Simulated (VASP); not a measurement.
Write the native input for VASP 6.6.1 that does the following.

* Task: single point
* Functional: PBEsol
* Potentials or basis: VASP PAW PBE potentials, release 64 (Sn_d, O)
* Cutoff: 520 eV
* k mesh: 12 × 12 × 10
* Occupations: gaussian, width 0.15 eV
* Spin: no spin polarisation
* Dipole correction: no
* Further INCAR settings: ALGO = Normal; EDIFF = 1e-06; NBANDS = 28

The structure of SnO lies in POSCAR:

```
SnO
1.0
    3.8053768948      0.0000000000      0.0000000000
    0.0000000000      3.8053768948      0.0000000000
    0.0000000000      0.0000000000      4.7531851815
Sn O
2 2
Direct
    0.0000000000      0.5000000000      0.2423986461
    0.5000000000      0.0000000000      0.7576013539
    0.0000000000      0.0000000000      0.0094673358
    0.5000000000      0.5000000000     -0.0094673358
```

This cell differs from its parent crystal: atoms displaced along a vibrational mode.

These files were run (other wordings do the same):

INCAR

```
SYSTEM = SnO
PREC = Accurate ; ENCUT = 520
EDIFF = 1E-6 ; ISMEAR = 0
SIGMA = 0.15 ; LREAL = .False.
LASPH = .True. ; NELM = 80
ALGO = Normal ; ISIF = 2
LWAVE = .False. ; LCHARG = .False.
GGA = PS ; NBANDS = 28
```

KPOINTS

```
Automatic mesh
0
Gamma
  12 12 10
  0 0 0
```

Potentials or basis: VASP PAW PBE potentials, release 64 (Sn_d, O).

Launch:

```sh
$ cat potpaw_PBE.64/Sn_d/POTCAR potpaw_PBE.64/O/POTCAR > POTCAR
$ mpirun -np 1 vasp_std > vasp.out
```

It gave:

The pressure is 0.3 GPa and the largest force is 0.322 eV/Å. The band gap on the k mesh is zero (bands 20 and 21 overlap by 0.10 eV).

Caveat: the cell differs from its parent crystal (atoms displaced along a vibrational mode); semilocal functionals underestimate gaps, so a narrow gap can read as zero; the PAW data sets were made with another functional, which shifts forces and pressure a little; spin-orbit coupling is left out, which moves the levels of the heavy elements.

Wall time 3.6 min on 1 thread of Intel(R) Xeon(R) Platinum 8488C (Sapphire Rapids), with other jobs on the host, peak memory 0.52 GiB.
